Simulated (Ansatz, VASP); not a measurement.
**SiC: VASP beside Ansatz**

File POSCAR:

```
SiC
1.0
    0.0000000000      2.1800000000      2.1800000000
    2.1800000000      0.0000000000      2.1800000000
    2.1800000000      2.1800000000      0.0000000000
Si C
1 1
Direct
    0.0000000000      0.0000000000      0.0000000000
    0.2500000000      0.2500000000      0.2500000000
```

Contents of INCAR.step1:

```
PREC = Accurate ; ENCUT = 520
EDIFF = 1E-5 ; ISMEAR = 0
SIGMA = 0.01 ; LREAL = F
LASPH = T ; NELM = 120
ALGO = Normal ; ISIF = 2
LWAVE = T ; LCHARG = F
NBANDS = 11 ; GGA = PE
GGA_COMPAT = F
```

The input INCAR.step2:

```
PREC = Accurate ; ENCUT = 520
EDIFF = 1E-6 ; ISMEAR = 0
SIGMA = 0.01 ; LREAL = F
LASPH = T ; NELM = 120
ALGO = Normal ; ISIF = 2
LWAVE = F ; LCHARG = F
GGA = PE ; LHFCALC = T
HFSCREEN = 0.2079 ; PRECFOCK = Normal
NBANDS = 11 ; ISTART = 1
GGA_COMPAT = F
```

KPOINTS

```
regular mesh
0
Gamma
  6 6 6
```

Input for Ansatz:

```yaml
crystal:
  lattice:
    - [0.0, 2.18, 2.18]
    - [2.18, 0.0, 2.18]
    - [2.18, 2.18, 0.0]
  atoms:
    - { symbol: Si, position: [0.0, 0.0, 0.0] }
    - { symbol: C, position: [0.25, 0.25, 0.25] }
scf:
  occupations: { method: fixed }
  n_extra_bands: 4
output:
  eigenvalues: true
  write_density: true
  write_potential: true
  elf: true
  volumetric_format: npy
kpoints:
  mp_grid: { grid: [6, 6, 6] }
hamiltonian:
  xc: hse06
```

Alike in both runs: task single point; functional HSE06; k mesh 6 × 6 × 6; no spin polarisation.

```csv
,VASP,Ansatz
version,VASP 6.6.1,Ansatz 0.2.0
potentials or method,"VASP PAW PBE potentials, release 64 (Si, C)","scalar-relativistic, plane waves, PAW"
plane-wave cutoff (eV),520,420
occupations,"gaussian, width 0.01 eV",fixed
valence electrons in the cell,8,8
```

```tsv
	VASP	Ansatz	Ansatz less VASP
gap on the k mesh at the Fermi level (eV)	2.23	2.23	-0.004
least direct gap on the mesh (eV)	5.73	5.72	-0.010
```
